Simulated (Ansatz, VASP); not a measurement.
**Two plane-wave programs on BaAg2As2**

Contents of INCAR:

```
PREC = Accurate
ENCUT = 520
EDIFF = 1E-6
ISMEAR = 0
SIGMA = 0.1
LREAL = False
LASPH = True
NELM = 60
ALGO = Normal
ISIF = 2
LWAVE = False
LCHARG = True
GGA = PE
LELF = True
LVHAR = True
NBANDS = 29
```

The input KPOINTS:

```
regular mesh
0
Gamma
  6 6 6
```

File POSCAR:

```
BaAg2As2
1.0
   -2.3012500000      2.3012500000      5.4336000000
    2.3012500000     -2.3012500000      5.4336000000
    2.3012500000      2.3012500000     -5.4336000000
Ba Ag As
1 2 2
Direct
    0.0000000000      0.0000000000      0.0000000000
    0.7500000000      0.2500000000      0.5000000000
    0.2500000000      0.7500000000      0.5000000000
    0.3842000000      0.3842000000      0.0000000000
    0.6158000000      0.6158000000      0.0000000000
```

Input for Ansatz:

```yaml
crystal:
  lattice:
    - [-2.30125, 2.30125, 5.4336]
    - [2.30125, -2.30125, 5.4336]
    - [2.30125, 2.30125, -5.4336]
  atoms:
    - { symbol: Ba, position: [0.0, 0.0, 0.0] }
    - { symbol: Ag, position: [0.75, 0.25, 0.5] }
    - { symbol: Ag, position: [0.25, 0.75, 0.5] }
    - { symbol: As, position: [0.3842, 0.3842, 0.0] }
    - { symbol: As, position: [0.6158, 0.6158, 0.0] }
basis:
  ecutwfc: 420
kpoints:
  mp_grid: { grid: [6, 6, 6] }
hamiltonian:
  xc: pbe
scf:
  occupations: { method: gaussian, width: 0.1 }
  lower_state_search: "off"
output:
  forces: true
  stress: true
  eigenvalues: true
```

Alike in both runs: task single point; functional PBE; k mesh 6 × 6 × 6; occupations gaussian, width 0.1 eV; no spin polarisation.

|  | VASP | Ansatz |
| --- | --- | --- |
| version | VASP 6.6.1 | Ansatz 0.2.0 |
| potentials or method | VASP PAW PBE potentials, release 64 (Ba_sv, Ag, As), cutoff 520 eV | scalar-relativistic, plane waves, PAW |
| valence electrons in the cell | 42 | 78 |

```tsv
	VASP	Ansatz	Ansatz less VASP
gap on the k mesh at the Fermi level (eV)	none	none	-
pressure (GPa)	2.9	2.5	-0.40
traceless stress, the component that is largest in VASP (GPa)	1.51	1.47	-0.041
rms of the force components (eV/Å)	0.096	0.081	-0.0153
```

Atom by atom the forces differ by 0.015 eV/Å (rms over components). A gap of «none» marks a metal or a gap that the smearing closes. The functional is the same, so the differences come from potentials, cutoffs and numerics. VASP's potentials hold 42 valence electrons a cell and Ansatz's 78, so a difference there can come from the potentials and not from the codes.

Spin-orbit coupling is off throughout.
